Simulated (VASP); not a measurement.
# NaI (Pm-3m) in VASP: further runs

The runs below take NaI through single point, with PBE, LDA, PBEsol.

Program: VASP 6.6.1. These are calculated values, not measurements. Logs are shortened: lines on timing, memory, paths and dates and some standing lists are left out, and cuts for length are marked.

## 1. The cell of the first run

It takes space group Pm-3m (No. 221, cubic). The conventional cell has a = 4.041 Å, b = 4.041 Å, c = 4.041 Å, α = 90.00°, β = 90.00°, γ = 90.00°. Na (site symmetry m-3m) has 8 I at 3.50 Å and 6 Na at 4.04 Å within 4.6 Å. Within 4.6 Å of I (site symmetry m-3m) lie 8 Na at 3.50 Å and 6 I at 4.04 Å.

## 2. Single point, PBE

The input, INCAR:

```
SYSTEM = NaI
PREC = Accurate
ENCUT = 520
EDIFF = 1E-7
ISMEAR = 0
SIGMA = 0.01
LREAL = .FALSE.
LASPH = .TRUE.
NELM = 80
ALGO = Normal
ISIF = 2
LWAVE = .FALSE.
LCHARG = .FALSE.
GGA = PE
NBANDS = 14
```

The input, KPOINTS:

```
Automatic mesh
0
G
  4 4 4
  0 0 0
```

The input, POSCAR:

```
NaI
1.0
    4.0405366006      0.0000000000      0.0000000000
    0.0000000000      4.0405366006      0.0000000000
    0.0000000000      0.0000000000      4.0405366006
Na I
1 1
Direct
    0.0000000000      0.0000000000      0.0000000000
    0.5000000000      0.5000000000      0.5000000000
```

Potentials or basis: VASP PAW PBE potentials, release 64 (Na_pv, I).

On the command line:

```bash
> cat potpaw_PBE.64/Na_pv/POTCAR potpaw_PBE.64/I/POTCAR > POTCAR
> mpirun -np 1 vasp_std > vasp.out
```

OUTCAR:

```text
SYSTEM = NaI
   PREC = Accurate
   ENCUT = 520
   EDIFF = 1E-7
   ISMEAR = 0
   LREAL = .FALSE.
   LASPH = .TRUE.
   NELM = 80
   ISIF = 2
   GGA = PE

 ion  position               nearest neighbor table
   1  0.000  0.000  0.000-
   2  0.500  0.500  0.500-

  LATTYP: Found a simple cubic cell.
 ALAT       =     4.0405366006

  Lattice vectors:

 A1 = (   4.0405366006,   0.0000000000,   0.0000000000)
 A2 = (   0.0000000000,   4.0405366006,   0.0000000000)
 A3 = (   0.0000000000,   0.0000000000,   4.0405366006)

Analysis of symmetry for initial positions (statically):
=====================================================================
 Subroutine PRICEL returns:
 Original cell was already a primitive cell.

 Routine SETGRP: Setting up the symmetry group for a
 simple cubic supercell.

 Subroutine GETGRP returns: Found 48 space group operations
 (whereof 48 operations were pure point group operations)
 out of a pool of 48 trial point group operations.

The static configuration has the point symmetry O_h .

Analysis of symmetry for dynamics (positions and initial velocities):
=====================================================================
 Subroutine PRICEL returns:
 Original cell was already a primitive cell.

 Routine SETGRP: Setting up the symmetry group for a
 simple cubic supercell.

 Subroutine GETGRP returns: Found 48 space group operations
 (whereof 48 operations were pure point group operations)
 out of a pool of 48 trial point group operations.

The dynamic configuration has the point symmetry O_h .

 Subroutine INISYM returns: Found 48 space group operations
 (whereof 48 operations are pure point group operations),
 and found     1 'primitive' translations

----------------------------------------------------------------------------------------

                                     Primitive cell

  volume of cell :      65.9655

  direct lattice vectors                    reciprocal lattice vectors
     4.040536601  0.000000000  0.000000000     0.247491880  0.000000000  0.000000000
     0.000000000  4.040536601  0.000000000     0.000000000  0.247491880  0.000000000
     0.000000000  0.000000000  4.040536601     0.000000000  0.000000000  0.247491880

  length of vectors
     4.040536601  4.040536601  4.040536601     0.247491880  0.247491880  0.247491880

  position of ions in fractional coordinates (direct lattice)
     0.000000000  0.000000000  0.000000000
     0.500000000  0.500000000  0.500000000

  ion indices of the primitive-cell ions
   primitive index   ion index
                 1           1
                 2           2

----------------------------------------------------------------------------------------

 KPOINTS: Automatic mesh

Automatic generation of k-mesh.
 Grid dimensions read from file:
 generate k-points for:    4    4    4

 Generating k-lattice:

  Cartesian coordinates                     Fractional coordinates (reciprocal lattice)
     0.061872970  0.000000000  0.000000000     0.250000000  0.000000000  0.000000000
     0.000000000  0.061872970  0.000000000     0.000000000  0.250000000  0.000000000
     0.000000000  0.000000000  0.061872970     0.000000000  0.000000000  0.250000000

  Length of vectors
     0.061872970  0.061872970  0.061872970

  Shift w.r.t. Gamma in fractional coordinates (k-lattice)
     0.000000000  0.000000000  0.000000000

 Subroutine IBZKPT returns following result:
 ===========================================

 Found     10 irreducible k-points:

 Following reciprocal coordinates:
            Coordinates               Weight
  0.000000  0.000000  0.000000      1.000000
  0.250000  0.000000  0.000000      6.000000
  0.500000  0.000000  0.000000      3.000000
  0.250000  0.250000  0.000000     12.000000
  0.500000  0.250000  0.000000     12.000000
  0.500000  0.500000  0.000000      3.000000
  0.250000  0.250000  0.250000      8.000000
  0.500000  0.250000  0.250000     12.000000
  0.500000  0.500000  0.250000      6.000000
  0.500000  0.500000  0.500000      1.000000
   k-points           NKPTS =     10   k-points in BZ     NKDIM =     10   number of bands    NBANDS=     14
   number of dos      NEDOS =    301   number of ions     NIONS =      2
   total plane-waves  NPLWV =  27000
   dimension x,y,z NGX =    30 NGY =   30 NGZ =   30
   dimension x,y,z NGXF=    60 NGYF=   60 NGZF=   60
   ions per type =               1   1
   NGX,Y,Z   is equivalent  to a cutoff of  12.34, 12.34, 12.34 a.u.
   NGXF,Y,Z  is equivalent  to a cutoff of  24.69, 24.69, 24.69 a.u.
 SYSTEM =  NaI
   PREC   = accura    normal or accurate (medium, high low for compatibility)
   ISTART =      0    job   : 0-new  1-cont  2-samecut
   ICHARG =      2    charge: 1-file 2-atom 10-const
   ISPIN  =      1    spin polarized calculation?
   LNONCOLLINEAR =      F non collinear calculations
   LSORBIT =      F    spin-orbit coupling
   LASPH  =      T    aspherical Exc in radial PAW
   ENCUT  =  520.0 eV  38.22 Ry    6.18 a.u.   7.51  7.51  7.51*2*pi/ulx,y,z
   NELM   =     80;   NELMIN=  2; NELMDL= -5     # of ELM steps
   EDIFF  = 0.1E-06   stopping-criterion for ELM
   LREAL  =      F    real-space projection
   EDIFFG = 0.1E-05   stopping-criterion for IOM
   NSW    =      0    number of steps for IOM
   IBRION =     -1    ionic relax: 0-MD 1-quasi-New 2-CG
   NFREE  =      0    steps in history (QN), initial steepest desc. (CG)
   ISIF   =      2    stress and relaxation
   ISYM   =      2    0-nonsym 1-usesym 2-fastsym
   POTIM  = 0.5000    time-step for ionic-motion
   TEBEG  =    0.0;   TEEND  =   0.0 temperature during run
   PSTRESS=    0.0 pullay stress
   NELECT =      14.0000    total number of electrons
   NUPDOWN=      -1.0000    fix difference up-down
   EMIN   =  10.00;   EMAX   =-10.00  energy-range for DOS
   EFERMI =   0.00;   METHOD = LEGACY
   ISMEAR =     0;   SIGMA  =   0.01  broadening in eV -4-tet -1-fermi 0-gaus
   EFERMI_NEDOS =   21; number of points for ismear=-14 and -15
   IALGO  =     38    algorithm
   IMIX   =      4    mixing-type and parameters
     AMIX     =   0.40;   BMIX     =  1.00
     AMIX_MAG =   1.60;   BMIX_MAG =  1.00
  volume/ion in A,a.u.               =      32.98       222.58
  Fermi-wavevector in a.u.,A,eV,Ry     =   0.976514  1.845344 12.974237  0.953580
  Thomas-Fermi vector in A             =   2.107139
   LORBIT       =      0    0 simple, 1 ext, 2 COOP (PROOUT), +10 PAW based schemes
   GGA     = PE    functional components
   LHFCALC =     F    Hartree Fock is set to
   AEXX    =    0.0000 exact exchange contribution
   IVDW    =     0    specifies the selected vdW correction
   LEPSILON=     F    determine dielectric tensor
   LRPA    =     F    only Hartree local field effects (RPA)
 non-spin polarized calculation
 Gauss-broadening in eV      SIGMA  =   0.01
  energy-cutoff  :      520.00
  volume of cell :       65.97
 maximum number of plane-waves:      1800
   NGX = 15   NGY = 15   NGZ = 15

 number of electron      13.9999980 magnetization

 Free energy of the ion-electron system (eV)
  ---------------------------------------------------
  ext. energy  EPLUGINS =         0.00000000
  ---------------------------------------------------
  free energy    TOTEN  =        -5.04957856 eV

  energy without entropy =       -5.04957856  energy(sigma->0) =       -5.04957856

 E-fermi :   2.0182     XC(G=0):  -7.8641

 val. band max:        1.9643484568   @ k =   0.5000   0.5000   0.0000
 cond. band min:       4.2507258205   @ k =   0.0000   0.0000   0.0000
 fundamental gap:      2.2863773637
 Fermi energy:         2.0181955124

 k-point     1 :       0.0000    0.0000    0.0000
  band No.  band energies     occupation
      1     -21.7672      2.00000
      2     -21.7672      2.00000
      3     -21.7672      2.00000
      4      -9.8531      2.00000
      5       1.3128      2.00000
      6       1.3128      2.00000
      7       1.3128      2.00000
      8       4.2507      0.00000
      9       7.5478      0.00000
     10       7.5478      0.00000
     11      13.1591      0.00000
     12      13.1591      0.00000
     13      13.1591      0.00000
     14      13.8313      0.00000

 k-point     2 :       0.2500    0.0000    0.0000
  band No.  band energies     occupation
      1     -21.7713      2.00000
      2     -21.7668      2.00000
      3     -21.7668      2.00000
      4      -9.6960      2.00000
      5      -0.2746      2.00000
      6       1.4688      2.00000
      7       1.4688      2.00000
      8       5.4413      0.00000
      9       8.0470      0.00000
     10       8.8879      0.00000
     11      10.9559      0.00000
     12      10.9559      0.00000
     13      12.1545      0.00000
     14      12.7768      0.00000

 k-point     3 :       0.5000    0.0000    0.0000
  band No.  band energies     occupation
      1     -21.7754      2.00000
      2     -21.7664      2.00000
      3     -21.7664      2.00000
      4      -9.5234      2.00000
      5      -1.3057      2.00000
      6       1.6399      2.00000
      7       1.6399      2.00000
      8       6.5935      0.00000
      9       8.2480      0.00000
     10       9.0135      0.00000
     11       9.8593      0.00000
     12       9.8593      0.00000
     13      10.7253      0.00000
     14      14.9142      0.00000
[... 86 lines left out ...]
 k-point     9 :       0.5000    0.5000    0.2500
  band No.  band energies     occupation
      1     -21.7736      2.00000
      2     -21.7736      2.00000
      3     -21.7694      2.00000
      4      -9.1086      2.00000
      5      -0.4018      2.00000
      6      -0.4018      2.00000
      7       0.7630      2.00000
      8       5.2530      0.00000
      9       7.4010      0.00000
     10       7.4010      0.00000
     11      10.3938      0.00000
     12      11.5641      0.00000
     13      14.1675      0.00000
     14      14.1675      0.00000

 k-point    10 :       0.5000    0.5000    0.5000
  band No.  band energies     occupation
      1     -21.7731      2.00000
      2     -21.7731      2.00000
      3     -21.7731      2.00000
      4      -8.9659      2.00000
      5      -0.1364      2.00000
      6      -0.1364      2.00000
      7      -0.1364      2.00000
      8       6.1329      0.00000
      9       6.1329      0.00000
     10       6.1329      0.00000
     11       8.4992      0.00000
     12      15.5479      0.00000
     13      15.5479      0.00000
     14      15.5479      0.00000

------------------------ aborting loop because EDIFF is reached ----------------------------------------

  FORCE on cell =-STRESS in cart. coord.  units (eV):
  Direction    XX          YY          ZZ          XY          YZ          ZX
  --------------------------------------------------------------------------------------
  -------------------------------------------------------------------------------------
  Total        0.1999025      0.1999025      0.1999025     -0.0000000      0.0000000     -0.0000000
  in kB        4.8552504      4.8552504      4.8552504     -0.0000000      0.0000000     -0.0000000
  external PRESSURE =       4.8552504 kB  Pullay stress =       0.0000000 kB

 VOLUME and BASIS-vectors are now :
 -----------------------------------------------------------------------------
  energy-cutoff  :      520.00
  volume of cell :       65.97
      direct lattice vectors                 reciprocal lattice vectors
     4.040536601  0.000000000  0.000000000     0.247491880  0.000000000  0.000000000
     0.000000000  4.040536601  0.000000000     0.000000000  0.247491880  0.000000000
     0.000000000  0.000000000  4.040536601     0.000000000  0.000000000  0.247491880

 POSITION                                       TOTAL-FORCE (eV/Angst)
 -----------------------------------------------------------------------------------
      0.00000      0.00000      0.00000         0.000000      0.000000      0.000000
      2.02027      2.02027      2.02027         0.000000      0.000000      0.000000
 -----------------------------------------------------------------------------------
    total drift:                                0.000000     -0.000000     -0.000000

  FREE ENERGIE OF THE ION-ELECTRON SYSTEM (eV)
  ---------------------------------------------------
  free  energy   TOTEN  =        -5.0495785639 eV

  energy  without entropy=       -5.0495785639  energy(sigma->0) =       -5.04957856
```

Run time: 18 s. Hardware: 1 thread of Intel Xeon 8259CL, shared host; peak memory 0.16 GiB.

What came out:

* Free energy: -5.0496 eV
* Pressure: 0.5 GPa
* Band gap on the k mesh: 2.29 eV (least direct gap 2.78 eV)

Caveat: the structure was generated, so it needn't be the stable form of NaI; spin-orbit coupling is left out, which moves the levels of the heavy elements.

(Continued in part 2 of 2.)
